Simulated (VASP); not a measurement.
# LiH (km) (Fm-3m) in VASP: single point with PBEsol

Aim: the single point of LiH (km) with PBEsol.

Program: VASP 6.6.1. These are calculated values, not measurements. Logs are shortened: lines on timing, memory, paths and dates and some standing lists are left out, and cuts for length are marked.

### 1 The cell of the first run

It takes space group Fm-3m (No. 225, cubic). The conventional cell has a = 3.980 Å, b = 3.980 Å, c = 3.980 Å, α = 90.00°, β = 90.00°, γ = 90.00°. Li (site symmetry m-3m) has 6 H at 1.99 Å within 2.6 Å. H (site symmetry m-3m) has 6 Li at 1.99 Å within 2.6 Å.

### 2 Single point, PBEsol

The input, INCAR:

```
SYSTEM = LiH
PREC     = Accurate       ! precision mode
ENCUT    = 750            ! plane-wave cutoff, eV
EDIFF    = 1E-6           ! SCF threshold, eV
ISMEAR   = 0              ! smearing method
SIGMA    = 0.02           ! smearing width, eV
LREAL    = .FALSE.        ! projectors in reciprocal space
LASPH    = .TRUE.         ! aspherical terms in the spheres
NELM     = 120            ! most SCF steps
ALGO     = Normal         ! electronic algorithm
ISIF     = 2              ! what is computed and relaxed
LWAVE    = .FALSE.        ! write WAVECAR
LCHARG   = .TRUE.         ! write CHGCAR
GGA      = PS             ! functional
LELF     = .TRUE.         ! ELF
LVHAR    = .TRUE.       
NBANDS   = 9              ! bands
GGA_COMPAT= .FALSE.
```

The input, KPOINTS:

```
Automatic mesh
0
G
  6 6 6
  0 0 0
```

The input, POSCAR:

```
LiH
1.0
    0.0000000000      1.9900932352      1.9900932352
    1.9900932352      0.0000000000      1.9900932352
    1.9900932352      1.9900932352      0.0000000000
Li H
1 1
Direct
    0.0000000000      0.0000000000      0.0000000000
    0.5000000000      0.5000000000      0.5000000000
```

Potentials or basis: VASP PAW PBE potentials, release 64 (Li_sv, H).

Run with:

```bash
$ cat potpaw_PBE.64/Li_sv/POTCAR potpaw_PBE.64/H/POTCAR > POTCAR
$ mpirun -np 1 vasp_std > vasp.out
```

OUTCAR:

```text
SYSTEM = LiH
   PREC = Accurate
   ENCUT = 750
   EDIFF = 1E-6
   ISMEAR = 0
   LREAL = .FALSE.
   LASPH = .TRUE.
   NELM = 120
   ISIF = 2
   GGA = PS

 ion  position               nearest neighbor table
   1  0.000  0.000  0.000-
   2  0.500  0.500  0.500-

  LATTYP: Found a face centered cubic cell.
 ALAT       =     3.9801864704

  Lattice vectors:

 A1 = (   0.0000000000,   1.9900932352,   1.9900932352)
 A2 = (   1.9900932352,   0.0000000000,   1.9900932352)
 A3 = (   1.9900932352,   1.9900932352,   0.0000000000)

Analysis of symmetry for initial positions (statically):
=====================================================================
 Subroutine PRICEL returns:
 Original cell was already a primitive cell.

 Routine SETGRP: Setting up the symmetry group for a
 face centered cubic supercell.

 Subroutine GETGRP returns: Found 48 space group operations
 (whereof 48 operations were pure point group operations)
 out of a pool of 48 trial point group operations.

The static configuration has the point symmetry O_h .

Analysis of symmetry for dynamics (positions and initial velocities):
=====================================================================
 Subroutine PRICEL returns:
 Original cell was already a primitive cell.

 Routine SETGRP: Setting up the symmetry group for a
 face centered cubic supercell.

 Subroutine GETGRP returns: Found 48 space group operations
 (whereof 48 operations were pure point group operations)
 out of a pool of 48 trial point group operations.

The dynamic configuration has the point symmetry O_h .

 Subroutine INISYM returns: Found 48 space group operations
 (whereof 48 operations are pure point group operations),
 and found     1 'primitive' translations

----------------------------------------------------------------------------------------

                                     Primitive cell

  volume of cell :      15.7634

  direct lattice vectors                    reciprocal lattice vectors
     0.000000000  1.990093235  1.990093235    -0.251244510  0.251244510  0.251244510
     1.990093235  0.000000000  1.990093235     0.251244510 -0.251244510  0.251244510
     1.990093235  1.990093235  0.000000000     0.251244510  0.251244510 -0.251244510

  length of vectors
     2.814416844  2.814416844  2.814416844     0.435168257  0.435168257  0.435168257

  position of ions in fractional coordinates (direct lattice)
     0.000000000  0.000000000  0.000000000
     0.500000000  0.500000000  0.500000000

  ion indices of the primitive-cell ions
   primitive index   ion index
                 1           1
                 2           2

----------------------------------------------------------------------------------------

 KPOINTS: Automatic mesh

Automatic generation of k-mesh.
 Grid dimensions read from file:
 generate k-points for:    6    6    6

 Generating k-lattice:

  Cartesian coordinates                     Fractional coordinates (reciprocal lattice)
    -0.041874085  0.041874085  0.041874085     0.166666667  0.000000000  0.000000000
     0.041874085 -0.041874085  0.041874085     0.000000000  0.166666667  0.000000000
     0.041874085  0.041874085 -0.041874085     0.000000000  0.000000000  0.166666667

  Length of vectors
     0.072528043  0.072528043  0.072528043

  Shift w.r.t. Gamma in fractional coordinates (k-lattice)
     0.000000000  0.000000000  0.000000000

 Subroutine IBZKPT returns following result:
 ===========================================

 Found     16 irreducible k-points:

 Following reciprocal coordinates:
            Coordinates               Weight
  0.000000  0.000000  0.000000      1.000000
  0.166667  0.000000  0.000000      8.000000
  0.333333  0.000000  0.000000      8.000000
  0.500000  0.000000  0.000000      4.000000
  0.166667  0.166667  0.000000      6.000000
  0.333333  0.166667  0.000000     24.000000
[... 8 lines left out ...]
 -0.333333  0.333333  0.166667     24.000000
 -0.333333  0.500000  0.166667     12.000000
   k-points           NKPTS =     16   k-points in BZ     NKDIM =     16   number of bands    NBANDS=      9
   number of dos      NEDOS =    301   number of ions     NIONS =      2
   total plane-waves  NPLWV =  21952
   dimension x,y,z NGX =    28 NGY =   28 NGZ =   28
   dimension x,y,z NGXF=    56 NGYF=   56 NGZF=   56
   ions per type =               1   1
   NGX,Y,Z   is equivalent  to a cutoff of  16.54, 16.54, 16.54 a.u.
   NGXF,Y,Z  is equivalent  to a cutoff of  33.08, 33.08, 33.08 a.u.
 SYSTEM =  LiH
   PREC   = accura    normal or accurate (medium, high low for compatibility)
   ISTART =      0    job   : 0-new  1-cont  2-samecut
   ICHARG =      2    charge: 1-file 2-atom 10-const
   ISPIN  =      1    spin polarized calculation?
   LNONCOLLINEAR =      F non collinear calculations
   LSORBIT =      F    spin-orbit coupling
   LASPH  =      T    aspherical Exc in radial PAW
   ENCUT  =  750.0 eV  55.12 Ry    7.42 a.u.   6.28  6.28  6.28*2*pi/ulx,y,z
   NELM   =    120;   NELMIN=  2; NELMDL= -5     # of ELM steps
   EDIFF  = 0.1E-05   stopping-criterion for ELM
   LREAL  =      F    real-space projection
   EDIFFG = 0.1E-04   stopping-criterion for IOM
   NSW    =      0    number of steps for IOM
   IBRION =     -1    ionic relax: 0-MD 1-quasi-New 2-CG
   NFREE  =      0    steps in history (QN), initial steepest desc. (CG)
   ISIF   =      2    stress and relaxation
   ISYM   =      2    0-nonsym 1-usesym 2-fastsym
   POTIM  = 0.5000    time-step for ionic-motion
   TEBEG  =    0.0;   TEEND  =   0.0 temperature during run
   PSTRESS=    0.0 pullay stress
   NELECT =       4.0000    total number of electrons
   NUPDOWN=      -1.0000    fix difference up-down
   EMIN   =  10.00;   EMAX   =-10.00  energy-range for DOS
   EFERMI =   0.00;   METHOD = LEGACY
   ISMEAR =     0;   SIGMA  =   0.02  broadening in eV -4-tet -1-fermi 0-gaus
   EFERMI_NEDOS =   21; number of points for ismear=-14 and -15
   IALGO  =     38    algorithm
   IMIX   =      4    mixing-type and parameters
     AMIX     =   0.40;   BMIX     =  1.00
     AMIX_MAG =   1.60;   BMIX_MAG =  1.00
  volume/ion in A,a.u.               =       7.88        53.19
  Fermi-wavevector in a.u.,A,eV,Ry     =   1.036441  1.958590 14.615524  1.074211
  Thomas-Fermi vector in A             =   2.170832
   LORBIT       =      0    0 simple, 1 ext, 2 COOP (PROOUT), +10 PAW based schemes
   GGA     = PS    functional components
   LHFCALC =     F    Hartree Fock is set to
   AEXX    =    0.0000 exact exchange contribution
   IVDW    =     0    specifies the selected vdW correction
   LEPSILON=     F    determine dielectric tensor
   LRPA    =     F    only Hartree local field effects (RPA)
 non-spin polarized calculation
 Gauss-broadening in eV      SIGMA  =   0.02
  energy-cutoff  :      750.00
  volume of cell :       15.76
 maximum number of plane-waves:       754
 NGX is ok and might be reduce to    28
   NGX = 13   NGY = 13   NGZ = 13

 number of electron       4.0000002 magnetization

 Free energy of the ion-electron system (eV)
  ---------------------------------------------------
  ext. energy  EPLUGINS =         0.00000000
  ---------------------------------------------------
  free energy    TOTEN  =        -6.11998797 eV

  energy without entropy =       -6.11998797  energy(sigma->0) =       -6.11998797

 E-fermi :   0.5903     XC(G=0):  -8.6802

 val. band max:        0.2573262537   @ k =   0.5000   0.5000   0.0000
 cond. band min:       2.9861881187   @ k =   0.5000   0.5000   0.0000
 fundamental gap:      2.7288618650
 Fermi energy:         0.5903169234

 k-point     1 :       0.0000    0.0000    0.0000
  band No.  band energies     occupation
      1     -43.4210      2.00000
      2      -5.3752      2.00000
      3      16.6246      0.00000
      4      18.1991      0.00000
      5      18.1991      0.00000
      6      18.1991      0.00000
      7      22.8542      0.00000
      8      22.8542      0.00000
      9      22.8542      0.00000

 k-point     2 :       0.1667    0.0000    0.0000
  band No.  band energies     occupation
      1     -43.4075      2.00000
      2      -4.8830      2.00000
      3      12.7677      0.00000
      4      16.4148      0.00000
      5      17.3425      0.00000
      6      17.3425      0.00000
      7      22.7624      0.00000
      8      24.1689      0.00000
      9      24.1689      0.00000

 k-point     3 :       0.3333    0.0000    0.0000
  band No.  band energies     occupation
      1     -43.3806      2.00000
      2      -3.5537      2.00000
      3       7.4552      0.00000
      4      14.6670      0.00000
      5      16.6938      0.00000
      6      16.6939      0.00000
      7      20.8935      0.00000
      8      20.8935      0.00000
      9      25.3766      0.00000

 k-point     4 :       0.5000    0.0000    0.0000
  band No.  band energies     occupation
      1     -43.3671      2.00000
      2      -2.5088      2.00000
      3       4.9945      0.00000
      4      14.0079      0.00000
      5      16.7443      0.00000
      6      16.7443      0.00000
      7      19.3660      0.00000
      8      19.3660      0.00000
      9      27.7445      0.00000

 k-point     5 :       0.1667    0.1667    0.0000
  band No.  band energies     occupation
      1     -43.4031      2.00000
      2      -4.6973      2.00000
      3      13.6078      0.00000
      4      14.9271      0.00000
      5      14.9271      0.00000
      6      18.2713      0.00000
      7      18.8279      0.00000
      8      25.1394      0.00000
      9      27.6831      0.00000

 k-point     6 :       0.3333    0.1667    0.0000
  band No.  band energies     occupation
      1     -43.3809      2.00000
      2      -3.5559      2.00000
      3       9.0529      0.00000
      4      12.3962      0.00000
      5      13.7328      0.00000
      6      17.5253      0.00000
      7      20.4296      0.00000
      8      24.8979      0.00000
      9      26.3710      0.00000
[... 73 lines left out ...]
 k-point    13 :       0.5000    0.5000    0.0000
  band No.  band energies     occupation
      1     -43.3509      2.00000
      2       0.2573      2.00000
      3       2.9862      0.00000
      4      10.9802      0.00000
      5      10.9802      0.00000
      6      14.0749      0.00000
      7      17.6996      0.00000
      8      35.2934      0.00000
      9      35.2936      0.00000

 k-point    14 :       0.5000    0.3333    0.1667
  band No.  band energies     occupation
      1     -43.3634      2.00000
      2      -2.1274      2.00000
      3       7.3589      0.00000
      4       8.1187      0.00000
      5      13.1192      0.00000
      6      17.6053      0.00000
      7      21.0504      0.00000
      8      25.6118      0.00000
      9      29.6234      0.00000

 k-point    15 :      -0.3333    0.3333    0.1667
  band No.  band energies     occupation
      1     -43.3546      2.00000
      2      -0.9157      2.00000
      3       5.2291      0.00000
      4       7.1970      0.00000
      5      12.7094      0.00000
      6      17.2572      0.00000
      7      24.1950      0.00000
      8      25.9606      0.00000
      9      27.9913      0.00000

 k-point    16 :      -0.3333    0.5000    0.1667
  band No.  band energies     occupation
      1     -43.3505      2.00000
      2       0.0689      2.00000
      3       4.0213      0.00000
      4       7.0889      0.00000
      5      11.7654      0.00000
      6      17.8977      0.00000
      7      20.0393      0.00000
      8      29.2467      0.00000
      9      29.6514      0.00000

------------------------ aborting loop because EDIFF is reached ----------------------------------------

  FORCE on cell =-STRESS in cart. coord.  units (eV):
  Direction    XX          YY          ZZ          XY          YZ          ZX
  --------------------------------------------------------------------------------------
  -------------------------------------------------------------------------------------
  Total       -0.0045796     -0.0045796     -0.0045796      0.0000000      0.0000000     -0.0000000
  in kB       -0.4654630     -0.4654630     -0.4654630      0.0000000      0.0000000     -0.0000000
  external PRESSURE =      -0.4654630 kB  Pullay stress =       0.0000000 kB

 VOLUME and BASIS-vectors are now :
 -----------------------------------------------------------------------------
  energy-cutoff  :      750.00
  volume of cell :       15.76
      direct lattice vectors                 reciprocal lattice vectors
     0.000000000  1.990093235  1.990093235    -0.251244510  0.251244510  0.251244510
     1.990093235  0.000000000  1.990093235     0.251244510 -0.251244510  0.251244510
     1.990093235  1.990093235  0.000000000     0.251244510  0.251244510 -0.251244510

 POSITION                                       TOTAL-FORCE (eV/Angst)
 -----------------------------------------------------------------------------------
      0.00000      0.00000      0.00000        -0.000000      0.000000     -0.000000
      1.99009      1.99009      1.99009         0.000000     -0.000000      0.000000
 -----------------------------------------------------------------------------------
    total drift:                                0.000000      0.000000      0.000000

  FREE ENERGIE OF THE ION-ELECTRON SYSTEM (eV)
  ---------------------------------------------------
  free  energy   TOTEN  =        -6.1199879714 eV

  energy  without entropy=       -6.1199879714  energy(sigma->0) =       -6.11998797
```

Run time: 7.9 s. Hardware: 1 thread of Intel Xeon 8259CL, shared host; peak memory 0.15 GiB.

What came out:

```yaml
Free_energy: -6.1200 eV
Pressure: 0.0 GPa
Band_gap_on_the_k_mesh: 2.73 eV, direct
```

Caveat: the k points lie up to 0.46 Å⁻¹ apart; the PAW data sets were made with another functional, which shifts forces and pressure a little.
